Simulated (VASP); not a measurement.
# Fe3Co (P4/mmm) in VASP: further runs

Fe3Co is run at these levels: PBEsol; tasks: single point.

Program: VASP 6.6.1. These are calculated values, not measurements. Logs are shortened: lines on timing, memory, paths and dates and some standing lists are left out, and cuts for length are marked.

### Step 1. The cell of the first run

The structure is tetragonal, space group P4/mmm (No. 123). Conventional cell: a = 4.024 Å, b = 4.024 Å, c = 2.828 Å, α = 90.00°, β = 90.00°, γ = 90.00°. Fe (site symmetry 4/mmm) has 10 Fe at 2.46 to 2.83 Å and 4 Co at 2.85 Å within 3.2 Å. Within 3.2 Å of Fe (site symmetry mmm) lie 10 Fe at 2.46 to 2.85 Å and 4 Co at 2.46 Å. Within 3.2 Å of Co (site symmetry 4/mmm) lie 12 Fe at 2.46 to 2.85 Å and 2 Co at 2.83 Å.

### Step 2. Single point, PBEsol, collinear spin, zero start

The input, INCAR:

```
ALGO     = Normal         # electronic algorithm
EDIFF    = 1E-6           # SCF threshold, eV
ENCUT    = 520            # plane-wave cutoff, eV
GGA      = PS             # functional
ISIF     = 2              # what is computed and relaxed
ISMEAR   = 0              # smearing method
ISPIN    = 2              # spin polarisation
LASPH    = T              # aspherical terms in the spheres
LCHARG   = T              # write CHGCAR
LELF     = T              # ELF
LMAXMIX  = 4              # l up to which the mixer works
LORBIT   = 11             # projections on sites
LREAL    = F              # projectors in reciprocal space
LVHAR    = T            
LWAVE    = F              # write WAVECAR
MAGMOM   = 0 0 0 0        # initial moments
NBANDS   = 28             # bands
NELM     = 150            # most SCF steps
NUPDOWN  = 0.0            # fixed moment
PREC     = Accurate       # precision mode
SIGMA    = 0.1            # smearing width, eV
```

The input, KPOINTS:

```
k-points
0
Gamma
  10 10 14
```

The input, POSCAR:

```
Fe3Co
1.0
    4.0235794450      0.0000000000      0.0000000000
    0.0000000000      4.0235794450      0.0000000000
    0.0000000000      0.0000000000      2.8277051700
Fe Co
3 1
Direct
    0.5000000000      0.5000000000      0.0000000000
    0.5000000000      0.0000000000      0.5000000000
    0.0000000000      0.5000000000      0.5000000000
    0.0000000000      0.0000000000      0.0000000000
```

Potentials or basis: VASP PAW PBE potentials, release 64 (Fe, Co).

Run with:

```console
> cat potpaw_PBE.64/Fe/POTCAR potpaw_PBE.64/Co/POTCAR > POTCAR
> mpirun -np 1 vasp_std > vasp.out
```

OUTCAR:

```text
EDIFF = 1E-6
   ENCUT = 520
   GGA = PS
   ISIF = 2
   ISMEAR = 0
   ISPIN = 2
   LASPH = T
   LORBIT = 11
   LREAL = F
   NELM = 150
   NUPDOWN = 0.0
   PREC = Accurate

 ion  position               nearest neighbor table
   1  0.500  0.500  0.000-   2 2.46   3 2.46   2 2.46   3 2.46   2 2.46   2 2.46   3 2.46   3 2.46
                             4 2.85   4 2.85   4 2.85   4 2.85
   2  0.500  0.000  0.500-   1 2.46   4 2.46   1 2.46   4 2.46   1 2.46   1 2.46   4 2.46   4 2.46
                             3 2.85   3 2.85   3 2.85   3 2.85
   3  0.000  0.500  0.500-   1 2.46   4 2.46   1 2.46   4 2.46   4 2.46   4 2.46   1 2.46   1 2.46
                             2 2.85   2 2.85   2 2.85   2 2.85
   4  0.000  0.000  0.000-   2 2.46   3 2.46   2 2.46   3 2.46   3 2.46   3 2.46   2 2.46   2 2.46
                             1 2.85   1 2.85   1 2.85   1 2.85

  LATTYP: Found a simple tetragonal cell.
 ALAT       =     4.0235794450
 C/A-ratio  =     0.7027834814

  Lattice vectors:

 A1 = (   4.0235794450,   0.0000000000,   0.0000000000)
 A2 = (   0.0000000000,   4.0235794450,   0.0000000000)
 A3 = (   0.0000000000,   0.0000000000,   2.8277051700)

Analysis of symmetry for initial positions (statically):
=====================================================================
 Subroutine PRICEL returns:
 Original cell was already a primitive cell.

 Routine SETGRP: Setting up the symmetry group for a
 simple tetragonal supercell.

 Subroutine GETGRP returns: Found 16 space group operations
 (whereof 16 operations were pure point group operations)
 out of a pool of 16 trial point group operations.

The static configuration has the point symmetry D_4h.

Analysis of symmetry for dynamics (positions and initial velocities):
=====================================================================
 Subroutine PRICEL returns:
 Original cell was already a primitive cell.

 Routine SETGRP: Setting up the symmetry group for a
 simple tetragonal supercell.

 Subroutine GETGRP returns: Found 16 space group operations
 (whereof 16 operations were pure point group operations)
 out of a pool of 16 trial point group operations.

The dynamic configuration has the point symmetry D_4h.

Analysis of structural, dynamic, and magnetic symmetry:
=====================================================================
 Subroutine PRICEL returns:
 Original cell was already a primitive cell.

[... 133 lines left out ...]
  Fermi-wavevector in a.u.,A,eV,Ry     =   1.467888  2.773907 29.316425  2.154696
  Thomas-Fermi vector in A             =   2.583452
   LORBIT       =     11    0 simple, 1 ext, 2 COOP (PROOUT), +10 PAW based schemes
   GGA     = PS    functional components
   LHFCALC =     F    Hartree Fock is set to
   AEXX    =    0.0000 exact exchange contribution
   IVDW    =     0    specifies the selected vdW correction
   LEPSILON=     F    determine dielectric tensor
   LRPA    =     F    only Hartree local field effects (RPA)
 spin polarized calculation
 Gauss-broadening in eV      SIGMA  =   0.10
  energy-cutoff  :      520.00
  volume of cell :       45.78
 maximum number of plane-waves:      1262
 NGX is ok and might be reduce to    30
   NGX = 15   NGY = 15   NGZ = 11

 number of electron      33.0000007 magnetization       0.0000000

 number of electron      33.0000007 magnetization      -0.0000000

 Free energy of the ion-electron system (eV)
  ---------------------------------------------------
  ext. energy  EPLUGINS =         0.00000000
  ---------------------------------------------------
  free energy    TOTEN  =       -32.35151168 eV

  energy without entropy =      -32.26412733  energy(sigma->0) =      -32.30781950

 E-fermi :   6.5032     XC(G=0): -13.2797

 val. band max:        6.5025024562   @ k =   0.5000   0.3000   0.1429
 cond. band min:       6.5062439747   @ k =   0.1000   0.0000   0.4286
 fundamental gap:      0.0037415185
 Fermi energy:         6.5032085170

 spin component 1

 k-point     1 :       0.0000    0.0000    0.0000
  band No.  band energies     occupation
      1      -1.9128      1.00000
      2       2.1199      1.00000
      3       2.1693      1.00000
      4       2.4618      1.00000
      5       2.4910      1.00000
      6       3.8323      1.00000
[... 733 lines left out ...]
     27      16.0221      0.00000
     28      16.5864      0.00000

 [... further k-points ...]

 spin component 2

 k-point     1 :       0.0000    0.0000    0.0000
  band No.  band energies     occupation
      1      -1.9128      1.00000
      2       2.1195      1.00000
      3       2.1691      1.00000
      4       2.4623      1.00000
      5       2.4905      1.00000
      6       3.8324      1.00000
[... 733 lines left out ...]
     27      16.0219      0.00000
     28      16.5864      0.00000

 [... further k-points ...]
[... 5 lines left out ...]
  --------------------------------------------------------------------------------------
  -------------------------------------------------------------------------------------
  Total       -7.8586221     -7.8586221     -7.9092722      0.0000000      0.0000000      0.0000000
  in kB     -275.0411658   -275.0411658   -276.8138517      0.0000000      0.0000000      0.0000000
  external PRESSURE =    -275.6320611 kB  Pullay stress =       0.0000000 kB

 VOLUME and BASIS-vectors are now :
 -----------------------------------------------------------------------------
  energy-cutoff  :      520.00
  volume of cell :       45.78
      direct lattice vectors                 reciprocal lattice vectors
     4.023579445  0.000000000  0.000000000     0.248534921  0.000000000  0.000000000
     0.000000000  4.023579445  0.000000000     0.000000000  0.248534921  0.000000000
     0.000000000  0.000000000  2.827705170     0.000000000  0.000000000  0.353643658

 POSITION                                       TOTAL-FORCE (eV/Angst)
 -----------------------------------------------------------------------------------
      2.01179      2.01179      0.00000         0.000000      0.000000      0.000000
      2.01179      0.00000      1.41385         0.000000      0.000000      0.000000
      0.00000      2.01179      1.41385         0.000000      0.000000      0.000000
      0.00000      0.00000      0.00000         0.000000      0.000000      0.000000
 -----------------------------------------------------------------------------------
    total drift:                                0.000000      0.000000     -0.000000

  FREE ENERGIE OF THE ION-ELECTRON SYSTEM (eV)
  ---------------------------------------------------
  free  energy   TOTEN  =       -32.3515116831 eV

  energy  without entropy=      -32.2641273252  energy(sigma->0) =      -32.30781950

 total charge

# of ion       s       p       d       tot
------------------------------------------
    1        0.477   0.517   6.239   7.233
    2        0.468   0.510   6.242   7.220
    3        0.468   0.510   6.242   7.220
    4        0.471   0.498   7.272   8.240
--------------------------------------------------
tot          1.884   2.034  25.995  29.913

 magnetization (x)

# of ion       s       p       d       tot
------------------------------------------
    1       -0.000  -0.000  -0.000  -0.000
    2        0.000   0.000   0.000   0.000
    3        0.000   0.000   0.000   0.000
    4        0.000   0.000   0.000   0.000
--------------------------------------------------
tot          0.000   0.000  -0.000   0.000
```

Run time: 14 min. Hardware: 1 thread of Oxide Virtual Turin-like, shared host; peak memory 0.38 GiB.

Results:

```
Free energy                                           : -32.3515 eV
Pressure                                              : -27.6 GPa
Net moment                                            : 0.00 μB per cell
Valence electrons inside the program's atomic spheres : Fe 7.23, 7.22 (each value once); Co 8.24
```

Caveat: the cell stands under tension; the PAW data sets were made with another functional, which shifts forces and pressure a little; the total moment is fixed, so each spin has its own Fermi level.

### Step 3. Single point, PBEsol, collinear spin, ferromagnetic start

This run uses another cell than the first one, of 9.16 Å³/atom.

The input, INCAR:

```
PREC     = Accurate       # precision mode
ENCUT    = 520            # plane-wave cutoff, eV
EDIFF    = 1E-7           # SCF threshold, eV
ISMEAR   = 0              # smearing method
SIGMA    = 0.1            # smearing width, eV
LREAL    = False          # projectors in reciprocal space
LASPH    = True           # aspherical terms in the spheres
NELM     = 150            # most SCF steps
ALGO     = Fast           # electronic algorithm
ISIF     = 2              # what is computed and relaxed
LWAVE    = False          # write WAVECAR
LCHARG   = True           # write CHGCAR
ISPIN    = 2              # spin polarisation
MAGMOM   = 4 4 4 3        # initial moments
LORBIT   = 11             # projections on sites
LMAXMIX  = 4              # l up to which the mixer works
GGA      = PS             # functional
LELF     = True           # ELF
LVHAR    = True         
NBANDS   = 28             # bands
```

The input, KPOINTS:

```
Automatic mesh
0
Gamma
  10 10 14
```

The input, POSCAR:

```
Fe3Co
1.0
    3.7351602846      0.0000000000      0.0000000000
    0.0000000000      3.7351602846      0.0000000000
    0.0000000000      0.0000000000      2.6250089484
Fe Co
3 1
Direct
    0.5000000000      0.5000000000      0.0000000000
    0.5000000000      0.0000000000      0.5000000000
    0.0000000000      0.5000000000      0.5000000000
    0.0000000000      0.0000000000      0.0000000000
```

Potentials or basis: VASP PAW PBE potentials, release 64 (Fe, Co).

Run with:

```console
> cat potpaw_PBE.64/Fe/POTCAR potpaw_PBE.64/Co/POTCAR > POTCAR
> mpirun -np 1 vasp_std > vasp.out
```

Run time: 9.7 min. Hardware: 1 thread of Oxide Virtual Turin-like, shared host; peak memory 0.3 GiB.

Results (log left out):

```yaml
Free_energy: -33.4603 eV
Pressure: 56.9 GPa
Net_moment: 7.68 μB per cell
Site_moments: Fe +1.82, +2.09 (each value once); Co +1.52 μB
Valence_electrons_inside_the_program's_atomic_spheres: Fe 7.83, 7.78 (each value once); Co 8.74
```

Stress tensor (GPa, compression positive):
```
56.57  0.00  0.00
 0.00 56.57  0.00
 0.00  0.00 57.56
```

Levels at points of the mesh, in eV from the Fermi level:
Spin up:
```tsv
k point	band 16	band 17	band 18	band 19	band 20	band 21	band 22	band 23	band 24	band 25
(0.00, 0.00, 0.00)	-0.96	-0.01	-0.01	0.07	0.07	0.19	0.70	0.70	8.92	9.05
(0.50, 0.00, 0.00)	-1.58	-1.48	-1.42	-1.24	-1.04	0.04	0.64	5.78	5.87	9.15
(0.50, 0.50, 0.00)	-2.26	-1.48	-1.46	-1.46	-1.41	0.09	0.30	0.48	0.48	19.17
(0.00, 0.00, 0.50)	-1.46	-1.29	-1.15	-0.90	-0.86	0.39	0.58	9.83	9.86	9.86
(0.50, 0.00, 0.50)	-1.26	-1.25	-0.76	-0.62	-0.47	2.56	2.73	2.96	3.04	12.46
(0.50, 0.50, 0.50)	-0.78	-0.05	0.14	0.14	0.23	0.32	0.55	0.55	0.83	8.71
```
Spin down:
| k point | band 10 | band 11 | band 12 | band 13 | band 14 | band 15 |
| --- | --- | --- | --- | --- | --- | --- |
| (0.00, 0.00, 0.00) | -1.44 | 0.36 | 0.36 | 0.52 | 0.62 | 0.95 |
| (0.50, 0.00, 0.00) | -1.65 | -1.36 | -0.74 | -0.17 | 0.21 | 0.22 |
| (0.50, 0.50, 0.00) | -1.29 | -1.29 | -0.72 | -0.69 | -0.69 | -0.66 |
| (0.00, 0.00, 0.50) | -1.97 | -1.13 | -1.13 | -0.69 | -0.69 | -0.02 |
| (0.50, 0.00, 0.50) | -2.30 | -2.20 | -2.20 | 0.25 | 0.59 | 0.72 |
| (0.50, 0.50, 0.50) | 0.40 | 0.43 | 0.43 | 0.47 | 0.65 | 1.00 |

Caveat: the cell stands under pressure; the PAW data sets were made with another functional, which shifts forces and pressure a little.
